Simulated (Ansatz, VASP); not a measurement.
# TaN in VASP and in Ansatz

```
Ta N
1.0
     0.00000   -2.20811   -2.20811
     0.00000    2.20811   -2.20811
     4.41622    0.00000    0.00000
Ta N
2 2
Direct
  0.51215 0.48785 0.98632
  0.98785 0.01215 0.51368
  0.48646 0.51354 0.46909
  0.01354 0.98646 0.03091
```

Change from the starting cell: mode 1 frozen in at -0.137 Å and mode 2 at -0.060 Å (largest displacements).

Alike in both runs: task single point; functional PBE; k mesh 14 × 14 × 10; occupations gaussian, width 0.15 eV; no spin polarisation.

|  | VASP | Ansatz |
| --- | --- | --- |
| version | VASP 6.6.1 | Ansatz 0.2.0 |
| potentials or method | VASP PAW PBE potentials, release 64 (Ta_pv, N), cutoff 520 eV | scalar-relativistic, plane waves, PAW |
| valence electrons in the cell | 32 | 36 |

```csv
,VASP,Ansatz,Ansatz less VASP
gap on the k mesh at the Fermi level (eV),none,none,-
pressure (GPa),1.3,0.3,-0.99
"traceless stress, the component that is largest in VASP (GPa)",7.89,7.79,-0.101
rms of the force components (eV/Å),0.557,0.545,-0.0117
```

Atom by atom the forces differ by 0.012 eV/Å (rms over components). A gap of «none» marks a metal or a gap that the smearing closes. With one functional, cell and mesh, what is left measures potentials, basis and numerics. VASP's potentials hold 32 valence electrons a cell and Ansatz's 36, so a difference there can come from the potentials and not from the codes.

Neither program's run includes spin-orbit coupling.
